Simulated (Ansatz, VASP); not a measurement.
**Two plane-wave programs on Cu**

Contents of INCAR:

```
SYSTEM = Cu
ALGO     = Fast           ! electronic algorithm
EDIFF    = 1E-7           ! SCF threshold, eV
ENCUT    = 520            ! plane-wave cutoff, eV
GGA      = PE             ! functional
ISIF     = 2              ! what is computed and relaxed
ISMEAR   = 0              ! smearing method
LASPH    = .TRUE.         ! aspherical terms in the spheres
LCHARG   = .FALSE.        ! write CHGCAR
LREAL    = .FALSE.        ! projectors in reciprocal space
LWAVE    = .FALSE.        ! write WAVECAR
NBANDS   = 12             ! bands
NELM     = 100            ! most SCF steps
PREC     = Accurate       ! precision mode
SIGMA    = 0.15           ! smearing width, eV
```

The input KPOINTS:

```
k-points
0
G
  20 20 20
  0 0 0
```

The input POSCAR:

```
Cu
1.0
   -0.0423640506      1.8143062373      1.8143062373
    1.8143062373     -0.0423640506      1.8143062373
    1.7719421867      1.7719421867      0.0000000000
Cu
1
Direct
    0.0000000000      0.0000000000      0.0000000000
```

Input for Ansatz:

```yaml
crystal:
  lattice:
    - [-0.0423640506, 1.8143062373, 1.8143062373]
    - [1.8143062373, -0.0423640506, 1.8143062373]
    - [1.7719421867, 1.7719421867, 0.0]
  atoms:
    - { symbol: Cu, position: [0.0, 0.0, 0.0] }
basis:
  ecutwfc: 520.0
kpoints:
  mp_grid: { grid: [20, 20, 20] }
hamiltonian:
  xc: pbe
  pseudopotentials: { kind: paw, azcp: { folder: soft_1 } }
scf:
  occupations: { method: gaussian, width: 0.15 }
output:
  forces: true
  stress: true
  eigenvalues: true
```

Change from the starting cell: engineering shear strain xy -0.0467, strain +e along x and -e along y +0.0000.

Alike in both runs: task single point; functional PBE; k mesh 20 × 20 × 20; occupations gaussian, width 0.15 eV; no spin polarisation.

|  | VASP | Ansatz |
| --- | --- | --- |
| version | VASP 6.6.1 | Ansatz 0.2.0 |
| potentials or method | VASP PAW PBE potentials, release 64 (Cu), cutoff 520 eV | scalar-relativistic, plane waves, PAW |
| valence electrons in the cell | 11 | 19 |

VASP gave:

- gap on the k mesh at the Fermi level (eV): none
- pressure (GPa): 1.0
- traceless stress, the component that is largest in VASP (GPa): 3.89

Which values does Ansatz return?

gap on the k mesh at the Fermi level (eV): none; pressure (GPa): 0.4; traceless stress, the component that is largest in VASP (GPa): 3.87.

A gap of «none» marks a metal or a gap that the smearing closes. VASP's potentials hold 11 valence electrons a cell and Ansatz's 19, so a difference there can come from the potentials and not from the codes.
